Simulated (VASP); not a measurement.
# HgTe (F-43m) in VASP: further runs

HgTe is run at these levels: PBEsol, revPBE; tasks: single point.

All numbers are computed with VASP 6.6.1; they aren't measurements. Logs are shortened: lines on timing, memory, paths and dates and some standing lists are left out, and cuts for length are marked.

### Step 1. The cell of the first run

It takes space group F-43m (No. 216, cubic). Conventional cell: a = 6.598 Å, b = 6.598 Å, c = 6.598 Å, α = 90.00°, β = 90.00°, γ = 90.00°. Hg (site symmetry -43m) has 4 Te at 2.86 Å within 3.8 Å. Within 3.8 Å of Te (site symmetry -43m) lie 4 Hg at 2.86 Å.

### Step 2. Single point, PBEsol (volume scaled by 1.04)

INCAR

```
PREC = Accurate
ENCUT = 520
EDIFF = 1E-6
ISMEAR = 0
SIGMA = 0.05
LREAL = F
LASPH = T
NELM = 60
ALGO = Normal
ISIF = 2
LWAVE = F
LCHARG = F
GGA = PS
NBANDS = 16
```

KPOINTS

```
Automatic mesh
0
Gamma
  6 6 6
```

POSCAR

```
HgTe
1.0
    0.0000000000      3.2991076956      3.2991076956
    3.2991076956      0.0000000000      3.2991076956
    3.2991076956      3.2991076956      0.0000000000
Hg Te
1 1
Direct
    0.0000000000      0.0000000000      0.0000000000
    0.2500000000      0.2500000000      0.2500000000
```

Potentials or basis: VASP PAW PBE potentials, release 64 (Hg, Te).

Started as:

```
$ cat potpaw_PBE.64/Hg/POTCAR potpaw_PBE.64/Te/POTCAR > POTCAR
$ mpirun -np 1 vasp_std > vasp.out
```

OUTCAR:

```text
PREC = Accurate
   ENCUT = 520
   EDIFF = 1E-6
   ISMEAR = 0
   LREAL = F
   LASPH = T
   NELM = 60
   ISIF = 2
   GGA = PS

 ion  position               nearest neighbor table
   1  0.000  0.000  0.000-   2 2.86   2 2.86   2 2.86   2 2.86
   2  0.250  0.250  0.250-   1 2.86   1 2.86   1 2.86   1 2.86

  LATTYP: Found a face centered cubic cell.
 ALAT       =     6.5982153912

  Lattice vectors:

 A1 = (   0.0000000000,   3.2991076956,   3.2991076956)
 A2 = (   3.2991076956,   0.0000000000,   3.2991076956)
 A3 = (   3.2991076956,   3.2991076956,   0.0000000000)

Analysis of symmetry for initial positions (statically):
=====================================================================
 Subroutine PRICEL returns:
 Original cell was already a primitive cell.

 Routine SETGRP: Setting up the symmetry group for a
 face centered cubic supercell.

 Subroutine GETGRP returns: Found 24 space group operations
 (whereof 24 operations were pure point group operations)
 out of a pool of 48 trial point group operations.

The static configuration has the point symmetry T_d .

Analysis of symmetry for dynamics (positions and initial velocities):
=====================================================================
 Subroutine PRICEL returns:
 Original cell was already a primitive cell.

 Routine SETGRP: Setting up the symmetry group for a
 face centered cubic supercell.

 Subroutine GETGRP returns: Found 24 space group operations
 (whereof 24 operations were pure point group operations)
 out of a pool of 48 trial point group operations.

The dynamic configuration has the point symmetry T_d .

 Subroutine INISYM returns: Found 24 space group operations
 (whereof 24 operations are pure point group operations),
 and found     1 'primitive' translations

----------------------------------------------------------------------------------------

                                     Primitive cell

  volume of cell :      71.8157

  direct lattice vectors                    reciprocal lattice vectors
     0.000000000  3.299107696  3.299107696    -0.151556132  0.151556132  0.151556132
     3.299107696  0.000000000  3.299107696     0.151556132 -0.151556132  0.151556132
     3.299107696  3.299107696  0.000000000     0.151556132  0.151556132 -0.151556132

  length of vectors
     4.665642847  4.665642847  4.665642847     0.262502920  0.262502920  0.262502920

[... 69 lines left out ...]
   ENCUT  =  520.0 eV  38.22 Ry    6.18 a.u.   8.68  8.68  8.68*2*pi/ulx,y,z
   NELM   =     60;   NELMIN=  2; NELMDL= -5     # of ELM steps
   EDIFF  = 0.1E-05   stopping-criterion for ELM
   LREAL  =      F    real-space projection
   EDIFFG = 0.1E-04   stopping-criterion for IOM
   NSW    =      0    number of steps for IOM
   IBRION =     -1    ionic relax: 0-MD 1-quasi-New 2-CG
   NFREE  =      0    steps in history (QN), initial steepest desc. (CG)
   ISIF   =      2    stress and relaxation
   ISYM   =      2    0-nonsym 1-usesym 2-fastsym
   POTIM  = 0.5000    time-step for ionic-motion
   TEBEG  =    0.0;   TEEND  =   0.0 temperature during run
   PSTRESS=    0.0 pullay stress
   NELECT =      18.0000    total number of electrons
   NUPDOWN=      -1.0000    fix difference up-down
   EMIN   =  10.00;   EMAX   =-10.00  energy-range for DOS
   EFERMI =   0.00;   METHOD = LEGACY
   ISMEAR =     0;   SIGMA  =   0.05  broadening in eV -4-tet -1-fermi 0-gaus
   EFERMI_NEDOS =   21; number of points for ismear=-14 and -15
   IALGO  =     38    algorithm
   IMIX   =      4    mixing-type and parameters
     AMIX     =   0.40;   BMIX     =  1.00
     AMIX_MAG =   1.60;   BMIX_MAG =  1.00
  volume/ion in A,a.u.               =      35.91       242.32
  Fermi-wavevector in a.u.,A,eV,Ry     =   1.032189  1.950554 14.495836  1.065414
  Thomas-Fermi vector in A             =   2.166374
   LORBIT       =      0    0 simple, 1 ext, 2 COOP (PROOUT), +10 PAW based schemes
   GGA     = PS    functional components
   LHFCALC =     F    Hartree Fock is set to
   AEXX    =    0.0000 exact exchange contribution
   IVDW    =     0    specifies the selected vdW correction
   LEPSILON=     F    determine dielectric tensor
   LRPA    =     F    only Hartree local field effects (RPA)
 non-spin polarized calculation
 Gauss-broadening in eV      SIGMA  =   0.05
  energy-cutoff  :      520.00
  volume of cell :       71.82
 maximum number of plane-waves:      1964
   NGX = 17   NGY = 17   NGZ = 17

 number of electron      18.0000000 magnetization

 Free energy of the ion-electron system (eV)
  ---------------------------------------------------
  ext. energy  EPLUGINS =         0.00000000
  ---------------------------------------------------
  free energy    TOTEN  =        -4.35356964 eV

  energy without entropy =       -4.35321255  energy(sigma->0) =       -4.35339109

 E-fermi :   2.3435     XC(G=0):  -8.6549

 val. band max:        2.3282239346   @ k =   0.0000   0.0000   0.0000
 cond. band min:       2.9618687880   @ k =   0.5000   0.0000   0.0000
 fundamental gap:      0.6336448533
 Fermi energy:         2.3434524168

 k-point     1 :       0.0000    0.0000    0.0000
  band No.  band energies     occupation
      1      -9.2707      2.00000
      2      -4.6787      2.00000
      3      -4.6787      2.00000
      4      -4.6787      2.00000
      5      -4.2159      2.00000
      6      -4.2159      2.00000
[... 281 lines left out ...]
      3      -4.4322      2.00000
      4      -4.3175      2.00000
      5      -4.1994      2.00000
      6      -3.7292      2.00000
[... 8 lines left out ...]
     15      13.0150      0.00000
     16      13.2443      0.00000

------------------------ aborting loop because EDIFF is reached ----------------------------------------

  FORCE on cell =-STRESS in cart. coord.  units (eV):
  Direction    XX          YY          ZZ          XY          YZ          ZX
  --------------------------------------------------------------------------------------
  -------------------------------------------------------------------------------------
  Total       -0.6224303     -0.6224303     -0.6224303     -0.0000000     -0.0000000      0.0000000
  in kB      -13.8861484    -13.8861484    -13.8861484     -0.0000000     -0.0000000      0.0000000
  external PRESSURE =     -13.8861484 kB  Pullay stress =       0.0000000 kB

 VOLUME and BASIS-vectors are now :
 -----------------------------------------------------------------------------
  energy-cutoff  :      520.00
  volume of cell :       71.82
      direct lattice vectors                 reciprocal lattice vectors
     0.000000000  3.299107696  3.299107696    -0.151556132  0.151556132  0.151556132
     3.299107696  0.000000000  3.299107696     0.151556132 -0.151556132  0.151556132
     3.299107696  3.299107696  0.000000000     0.151556132  0.151556132 -0.151556132

 POSITION                                       TOTAL-FORCE (eV/Angst)
 -----------------------------------------------------------------------------------
      0.00000      0.00000      0.00000         0.000000      0.000000      0.000000
      1.64955      1.64955      1.64955        -0.000000     -0.000000     -0.000000
 -----------------------------------------------------------------------------------
    total drift:                               -0.000000     -0.000000     -0.000000

  FREE ENERGIE OF THE ION-ELECTRON SYSTEM (eV)
  ---------------------------------------------------
  free  energy   TOTEN  =        -4.3535696369 eV

  energy  without entropy=       -4.3532125482  energy(sigma->0) =       -4.35339109
```

Run time: 46 s. Hardware: 1 thread of AMD EPYC 7R13, shared host; peak memory 0.18 GiB.

Results:

- Free energy: -4.3536 eV
- Pressure: -1.4 GPa
- Band gap on the k mesh: zero (filled and empty bands touch)

Caveat: the cell differs from its parent crystal (volume scaled by 1.04); the PAW data sets were made with another functional, which shifts forces and pressure a little; spin-orbit coupling is left out, which moves the levels of the heavy elements.

### Step 3. Single point, revPBE

This run uses another cell than the first one, of 38.11 Å³/atom, 1.061 times its volume.

INCAR

```
SYSTEM = HgTe
PREC = Accurate
ENCUT = 520
EDIFF = 1E-7
ISMEAR = 0
SIGMA = 0.05
LREAL = .False.
LASPH = .True.
NELM = 60
ALGO = Normal
ISIF = 2
LWAVE = .False.
LCHARG = .False.
GGA = RE
NBANDS = 16
```

KPOINTS

```
Automatic mesh
0
Gamma
  6 6 6
  0 0 0
```

POSCAR

```
HgTe
1.0
    0.0000000000      3.3652320328      3.3652320328
    3.3652320328      0.0000000000      3.3652320328
    3.3652320328      3.3652320328      0.0000000000
Hg Te
1 1
Direct
    0.0000000000      0.0000000000      0.0000000000
    0.2500000000      0.2500000000      0.2500000000
```

Potentials or basis: VASP PAW PBE potentials, release 64 (Hg, Te).

Started as:

```
$ cat potpaw_PBE.64/Hg/POTCAR potpaw_PBE.64/Te/POTCAR > POTCAR
$ mpirun -np 1 vasp_std > vasp.out
```

OUTCAR:

```text
SYSTEM = HgTe
   PREC = Accurate
   ENCUT = 520
   EDIFF = 1E-7
   ISMEAR = 0
   LREAL = .False.
   LASPH = .True.
   NELM = 60
   ISIF = 2
   GGA = RE

 ion  position               nearest neighbor table
   1  0.000  0.000  0.000-   2 2.91   2 2.91   2 2.91   2 2.91
   2  0.250  0.250  0.250-   1 2.91   1 2.91   1 2.91   1 2.91

  LATTYP: Found a face centered cubic cell.
 ALAT       =     6.7304640656

  Lattice vectors:

 A1 = (   0.0000000000,   3.3652320328,   3.3652320328)
 A2 = (   3.3652320328,   0.0000000000,   3.3652320328)
 A3 = (   3.3652320328,   3.3652320328,   0.0000000000)

Analysis of symmetry for initial positions (statically):
=====================================================================
 Subroutine PRICEL returns:
 Original cell was already a primitive cell.

 Routine SETGRP: Setting up the symmetry group for a
 face centered cubic supercell.

 Subroutine GETGRP returns: Found 24 space group operations
 (whereof 24 operations were pure point group operations)
 out of a pool of 48 trial point group operations.

The static configuration has the point symmetry T_d .

Analysis of symmetry for dynamics (positions and initial velocities):
=====================================================================
 Subroutine PRICEL returns:
 Original cell was already a primitive cell.

 Routine SETGRP: Setting up the symmetry group for a
 face centered cubic supercell.

 Subroutine GETGRP returns: Found 24 space group operations
 (whereof 24 operations were pure point group operations)
 out of a pool of 48 trial point group operations.

The dynamic configuration has the point symmetry T_d .

 Subroutine INISYM returns: Found 24 space group operations
 (whereof 24 operations are pure point group operations),
 and found     1 'primitive' translations

----------------------------------------------------------------------------------------

                                     Primitive cell

  volume of cell :      76.2211

  direct lattice vectors                    reciprocal lattice vectors
     0.000000000  3.365232033  3.365232033    -0.148578165  0.148578165  0.148578165
     3.365232033  0.000000000  3.365232033     0.148578165 -0.148578165  0.148578165
     3.365232033  3.365232033  0.000000000     0.148578165  0.148578165 -0.148578165

  length of vectors
     4.759156781  4.759156781  4.759156781     0.257344931  0.257344931  0.257344931

  position of ions in fractional coordinates (direct lattice)
     0.000000000  0.000000000  0.000000000
     0.250000000  0.250000000  0.250000000

  ion indices of the primitive-cell ions
   primitive index   ion index
                 1           1
                 2           2

----------------------------------------------------------------------------------------

 KPOINTS: Automatic mesh

Automatic generation of k-mesh.
 Grid dimensions read from file:
 generate k-points for:    6    6    6

 Generating k-lattice:

  Cartesian coordinates                     Fractional coordinates (reciprocal lattice)
    -0.024763027  0.024763027  0.024763027     0.166666667  0.000000000  0.000000000
     0.024763027 -0.024763027  0.024763027     0.000000000  0.166666667  0.000000000
     0.024763027  0.024763027 -0.024763027     0.000000000  0.000000000  0.166666667

  Length of vectors
     0.042890822  0.042890822  0.042890822

  Shift w.r.t. Gamma in fractional coordinates (k-lattice)
     0.000000000  0.000000000  0.000000000

 Subroutine IBZKPT returns following result:
 ===========================================

 Found     16 irreducible k-points:

 Following reciprocal coordinates:
            Coordinates               Weight
  0.000000  0.000000  0.000000      1.000000
  0.166667  0.000000  0.000000      8.000000
  0.333333  0.000000  0.000000      8.000000
  0.500000  0.000000  0.000000      4.000000
  0.166667  0.166667  0.000000      6.000000
  0.333333  0.166667  0.000000     24.000000
[... 8 lines left out ...]
 -0.333333  0.333333  0.166667     24.000000
 -0.333333  0.500000  0.166667     12.000000
   k-points           NKPTS =     16   k-points in BZ     NKDIM =     16   number of bands    NBANDS=     16
   number of dos      NEDOS =    301   number of ions     NIONS =      2
   total plane-waves  NPLWV =  46656
   dimension x,y,z NGX =    36 NGY =   36 NGZ =   36
   dimension x,y,z NGXF=    72 NGYF=   72 NGZF=   72
   ions per type =               1   1
   NGX,Y,Z   is equivalent  to a cutoff of  12.58, 12.58, 12.58 a.u.
   NGXF,Y,Z  is equivalent  to a cutoff of  25.15, 25.15, 25.15 a.u.
 SYSTEM =  HgTe
   PREC   = accura    normal or accurate (medium, high low for compatibility)
   ISTART =      0    job   : 0-new  1-cont  2-samecut
   ICHARG =      2    charge: 1-file 2-atom 10-const
   ISPIN  =      1    spin polarized calculation?
   LNONCOLLINEAR =      F non collinear calculations
   LSORBIT =      F    spin-orbit coupling
   LASPH  =      T    aspherical Exc in radial PAW
   ENCUT  =  520.0 eV  38.22 Ry    6.18 a.u.   8.85  8.85  8.85*2*pi/ulx,y,z
   NELM   =     60;   NELMIN=  2; NELMDL= -5     # of ELM steps
   EDIFF  = 0.1E-06   stopping-criterion for ELM
   LREAL  =      F    real-space projection
   EDIFFG = 0.1E-05   stopping-criterion for IOM
   NSW    =      0    number of steps for IOM
   IBRION =     -1    ionic relax: 0-MD 1-quasi-New 2-CG
   NFREE  =      0    steps in history (QN), initial steepest desc. (CG)
   ISIF   =      2    stress and relaxation
   ISYM   =      2    0-nonsym 1-usesym 2-fastsym
   POTIM  = 0.5000    time-step for ionic-motion
   TEBEG  =    0.0;   TEEND  =   0.0 temperature during run
   PSTRESS=    0.0 pullay stress
   NELECT =      18.0000    total number of electrons
   NUPDOWN=      -1.0000    fix difference up-down
   EMIN   =  10.00;   EMAX   =-10.00  energy-range for DOS
   EFERMI =   0.00;   METHOD = LEGACY
   ISMEAR =     0;   SIGMA  =   0.05  broadening in eV -4-tet -1-fermi 0-gaus
   EFERMI_NEDOS =   21; number of points for ismear=-14 and -15
   IALGO  =     38    algorithm
   IMIX   =      4    mixing-type and parameters
     AMIX     =   0.40;   BMIX     =  1.00
     AMIX_MAG =   1.60;   BMIX_MAG =  1.00
  volume/ion in A,a.u.               =      38.11       257.18
  Fermi-wavevector in a.u.,A,eV,Ry     =   1.011907  1.912227 13.931768  1.023956
  Thomas-Fermi vector in A             =   2.144985
   LORBIT       =      0    0 simple, 1 ext, 2 COOP (PROOUT), +10 PAW based schemes
   GGA     = RE    functional components
   LHFCALC =     F    Hartree Fock is set to
   AEXX    =    0.0000 exact exchange contribution
   IVDW    =     0    specifies the selected vdW correction
   LEPSILON=     F    determine dielectric tensor
   LRPA    =     F    only Hartree local field effects (RPA)
 non-spin polarized calculation
 Gauss-broadening in eV      SIGMA  =   0.05
  energy-cutoff  :      520.00
  volume of cell :       76.22
 maximum number of plane-waves:      2085
   NGX = 17   NGY = 17   NGZ = 17

 number of electron      17.9999999 magnetization

 Free energy of the ion-electron system (eV)
  ---------------------------------------------------
  ext. energy  EPLUGINS =         0.00000000
  ---------------------------------------------------
  free energy    TOTEN  =        -3.02798616 eV

  energy without entropy =       -3.02762907  energy(sigma->0) =       -3.02780762

 E-fermi :   2.0077     XC(G=0):  -8.0104

 val. band max:        1.9924797212   @ k =   0.0000   0.0000   0.0000
 cond. band min:       2.7026005844   @ k =   0.1667   0.0000   0.0000
 fundamental gap:      0.7101208632
 Fermi energy:         2.0077082263

 k-point     1 :       0.0000    0.0000    0.0000
  band No.  band energies     occupation
      1      -9.1760      2.00000
      2      -4.7385      2.00000
      3      -4.7385      2.00000
      4      -4.7385      2.00000
      5      -4.3470      2.00000
      6      -4.3470      2.00000
[... 8 lines left out ...]
     15      11.3802      0.00000
     16      11.3802      0.00000
[... 267 lines left out ...]
 k-point    16 :      -0.3333    0.5000    0.1667
  band No.  band energies     occupation
      1      -8.6002      2.00000
      2      -4.5596      2.00000
      3      -4.5300      2.00000
      4      -4.4252      2.00000
      5      -4.3307      2.00000
      6      -3.9307      2.00000
[... 8 lines left out ...]
     15      12.5486      0.00000
     16      12.7934      0.00000

------------------------ aborting loop because EDIFF is reached ----------------------------------------

  FORCE on cell =-STRESS in cart. coord.  units (eV):
  Direction    XX          YY          ZZ          XY          YZ          ZX
  --------------------------------------------------------------------------------------
  -------------------------------------------------------------------------------------
  Total        0.0151185      0.0151185      0.0151185      0.0000000      0.0000000      0.0000000
  in kB        0.3177926      0.3177926      0.3177926      0.0000000      0.0000000      0.0000000
  external PRESSURE =       0.3177926 kB  Pullay stress =       0.0000000 kB

 VOLUME and BASIS-vectors are now :
 -----------------------------------------------------------------------------
  energy-cutoff  :      520.00
  volume of cell :       76.22
      direct lattice vectors                 reciprocal lattice vectors
     0.000000000  3.365232033  3.365232033    -0.148578165  0.148578165  0.148578165
     3.365232033  0.000000000  3.365232033     0.148578165 -0.148578165  0.148578165
     3.365232033  3.365232033  0.000000000     0.148578165  0.148578165 -0.148578165

 POSITION                                       TOTAL-FORCE (eV/Angst)
 -----------------------------------------------------------------------------------
      0.00000      0.00000      0.00000         0.000000     -0.000000     -0.000000
      1.68262      1.68262      1.68262        -0.000000      0.000000      0.000000
 -----------------------------------------------------------------------------------
    total drift:                               -0.000000     -0.000000     -0.000000

  FREE ENERGIE OF THE ION-ELECTRON SYSTEM (eV)
  ---------------------------------------------------
  free  energy   TOTEN  =        -3.0279861629 eV

  energy  without entropy=       -3.0276290742  energy(sigma->0) =       -3.02780762
```

Run time: 58 s. Hardware: 1 thread of AMD EPYC 7R13, shared host; peak memory 0.18 GiB.

What came out:

- Free energy: -3.0280 eV
- Pressure: 0.0 GPa
- Band gap on the k mesh: zero (filled and empty bands touch)

Caveat: the PAW data sets were made with another functional, which shifts forces and pressure a little; spin-orbit coupling is left out, which moves the levels of the heavy elements.

(Continued in part 2 of 2.)
